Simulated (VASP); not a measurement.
Input of a VASP 6.6.1 run:

The input INCAR:

```
ALGO = Normal
EDIFF = 1E-6
ENCUT = 520
GGA = PE
ISIF = 2
ISMEAR = -1
IVDW = 12
LASPH = T
LCHARG = F
LREAL = Auto
LWAVE = F
NBANDS = 45
NELM = 100
PREC = Accurate
SIGMA = 0.05
```

KPOINTS

```
k-points
0
Gamma
  1 1 1
```

POSCAR

```
H15NO6
1.0
    5.5955750000      0.0000000000      0.0000000000
    0.0000000000      5.5955750000      0.0000000000
    0.0000000000      0.0000000000      5.5955750000
O H N
6 15 1
Direct
    0.8343021048      0.4428499305      0.8379478427
    0.0159411678     -0.0487885517     -0.0632106620
    0.6220808407      0.6927795624      0.2136688365
    0.4058206708      0.1988714297      0.6825750705
    0.2574534342      0.4194743168      1.0686658654
    0.7829043485      0.1297453792      0.3787457053
    0.9579891253      0.5123691488      0.7275391716
    0.7055217739      0.3523141053      0.7538278014
   -0.0438024689     -0.0792590574      0.1033137792
    0.1633612274     -0.1376802205     -0.0822435585
    0.6880972912      0.6539453050      0.0523091907
    0.4497839811      0.6362706246      0.2045723630
    0.4545734799      0.0911077056      0.8123561922
    0.5130303856      0.1518342619      0.5431077235
    0.2538076963      0.3610531536      0.8826260036
    0.3910768777      0.3236128548      1.1026570102
    0.8660414703      0.2617961514      0.2920879445
    0.6641855395      0.0751486666      0.2532715583
    0.0426587080      0.8726538381      0.5515072178
    0.2810256319      0.7007322751      0.5598709695
    0.0864075631      0.7090602842      0.3495261881
    0.1028312551      0.7086313739      0.5321168959
```

Potentials or basis: VASP PAW PBE potentials, release 64 (O, H, N).

Command:

```sh
$ cat potpaw_PBE.64/O/POTCAR potpaw_PBE.64/H/POTCAR potpaw_PBE.64/N/POTCAR > POTCAR
$ mpirun -np 1 vasp_gam > vasp.out
```

Problem. What does it give for the pressure?

Solution. 0.2 GPa.

Problem. Estimate the band gap on the k mesh.

Solution. 3.42 eV.

Problem. Estimate the dispersion energy per atom.

Solution. -0.043 eV.

Stress tensor (GPa, compression positive):
```
-0.35 -1.45  1.37
-1.45  3.68  1.92
 1.37  1.92 -2.59
```

Caveat: the k points lie up to 1.12 Å⁻¹ apart.
